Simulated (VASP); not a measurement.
Here is a VASP 6.6.1 calculation.

INCAR

```
PREC     = Accurate       # precision mode
ENCUT    = 520            # plane-wave cutoff, eV
EDIFF    = 1E-7           # SCF threshold, eV
ISMEAR   = 0              # smearing method
SIGMA    = 0.1            # smearing width, eV
LREAL    = False          # projectors in reciprocal space
LASPH    = True           # aspherical terms in the spheres
NELM     = 80             # most SCF steps
ALGO     = Fast           # electronic algorithm
ISIF     = 2              # what is computed and relaxed
LWAVE    = False          # write WAVECAR
LCHARG   = True           # write CHGCAR
GGA      = PE             # functional
LELF     = True           # ELF
LVHAR    = True         
NBANDS   = 32             # bands
```

Contents of KPOINTS:

```
Automatic mesh
0
Gamma
  12 12 12
```

Contents of POSCAR:

```
MgZr2Au2
1.0
   -2.1170341486      2.1170341486      6.3904173981
    2.1170341486     -2.1170341486      6.3904173981
    2.1170341486      2.1170341486     -6.3904173981
Mg Zr Au
1 2 2
Direct
    0.0000000000      0.0000000000      0.0000000000
    0.2500000000      0.7500000000      0.5000000000
    0.7500000000      0.2500000000      0.5000000000
    0.6021871160      0.6021871160      0.0000000000
    0.3978128840      0.3978128840      0.0000000000
```

Potentials or basis: VASP PAW PBE potentials, release 64 (Mg, Zr_sv, Au).

Run with:

```console
$ cat potpaw_PBE.64/Mg/POTCAR potpaw_PBE.64/Zr_sv/POTCAR potpaw_PBE.64/Au/POTCAR > POTCAR
$ mpirun -np 1 vasp_std > vasp.out
```

Question: Predict the largest force.

Answer: 0.005 eV/Å.

Question: What does it give for the band gap on the k mesh?

Answer: Zero (bands 24 and 25 overlap by 1.22 eV).

Question: Predict the pressure.

Answer: -0.1 GPa.

Forces in eV/Å, atoms in the order of the input:
```
Mg   0.000  0.000  0.000
Zr   0.000  0.000  0.000
Zr   0.000  0.000  0.000
Au   0.000  0.000 -0.005
Au   0.000  0.000  0.005
```

Caveat: spin-orbit coupling is left out, which moves the levels of the heavy elements.
